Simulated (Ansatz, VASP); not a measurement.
**Sn in VASP and in Ansatz**

```
Sn
1.0
    -0.06491    3.21314    3.21314
     3.21314   -0.06491    3.21314
     3.21314    3.21314   -0.06491
Sn
2
Direct
  0.50000 0.50000 0.50000
  0.75000 0.75000 0.75000
```

Change from the starting cell: equal xy, yz and zx shear strains of -2 %.

Alike in both runs: task single point; functional PBE; k mesh 9 × 9 × 9; occupations fermi-dirac, width 0.03 eV; no spin polarisation.

|  | VASP | Ansatz |
| --- | --- | --- |
| version | VASP 6.6.1 | Ansatz 0.2.0 |
| potentials or method | VASP PAW PBE potentials, release 64 (Sn_d), cutoff 520 eV | all-electron LAPW, scalar-relativistic |

```tsv
	VASP	Ansatz	Ansatz less VASP
pressure (GPa)	3.2	3.3	+0.04
traceless stress, the component that is largest in VASP (GPa)	1.12	1.12	0.000
rms of the force components (eV/Å)	0.216	0.216	+0.0004
```

Atom by atom the forces differ by 0.000 eV/Å (rms over components). Ansatz ran all-electron here, and VASP with PAW potentials.
